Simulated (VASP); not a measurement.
Set up this calculation in VASP 6.6.1, as the native input.

```yaml
Task: single point
Functional: PBEsol
Dispersion: D3(BJ)
Potentials_or_basis: VASP PAW PBE potentials, release 64 (W_sv, S)
Cutoff: 520 eV
k_mesh: 12 × 12 × 2
Occupations: gaussian, width 0.05 eV
Spin: no spin polarisation
Dipole_correction: no
Further_INCAR_settings: ALGO = Normal; EDIFF = 1e-06; NBANDS = 20
```

The structure of WS2 lies in POSCAR:

```
WS2
1.0
    3.1239380587      0.0000000000      0.0000000000
   -1.5619690294      2.7054097187      0.0000000000
    0.0000000000      0.0000000000     16.9375357456
W S
1 2
Direct
    0.3333333333      0.6666666667      0.0012108228
    0.6472040529      0.3333333333      0.9036795921
    0.6861292805      0.3333333333      0.0893772491
```

This cell differs from its parent crystal: mode 4 frozen in at -0.061 Å and mode 9 at -0.059 Å (largest displacements).

One way to write it, as run:

INCAR

```
  ALGO = Normal
  EDIFF = 1E-6
  ENCUT = 520
  GGA = PS
  ISIF = 2
  ISMEAR = 0
  IVDW = 12
  LASPH = True
  LCHARG = False
  LREAL = False
  LWAVE = False
  NBANDS = 20
  NELM = 80
  PREC = Accurate
  SIGMA = 0.05
```

KPOINTS

```
k-points
0
Gamma
  12 12 2
```

Potentials or basis: VASP PAW PBE potentials, release 64 (W_sv, S).

The run is started by

```console
$ cat potpaw_PBE.64/W_sv/POTCAR potpaw_PBE.64/S/POTCAR > POTCAR
$ mpirun -np 1 vasp_std > vasp.out
```

It gave:

```json
{"Largest force": "2.734 eV/Å", "Band gap on the k mesh": "1.93 eV, indirect (least direct gap 2.03 eV)", "Dispersion energy per atom": "-0.253 eV"}
```

Caveat: the cell differs from its parent crystal (mode 4 frozen in at -0.061 Å and mode 9 at -0.059 Å (largest displacements)); the PAW data sets were made with another functional, which shifts forces and pressure a little; spin-orbit coupling is left out, which moves the levels of the heavy elements.

Wall time 14 min on 1 thread of Oxide Virtual Turin-like Processor, on a shared host, peak memory 0.5 GiB.
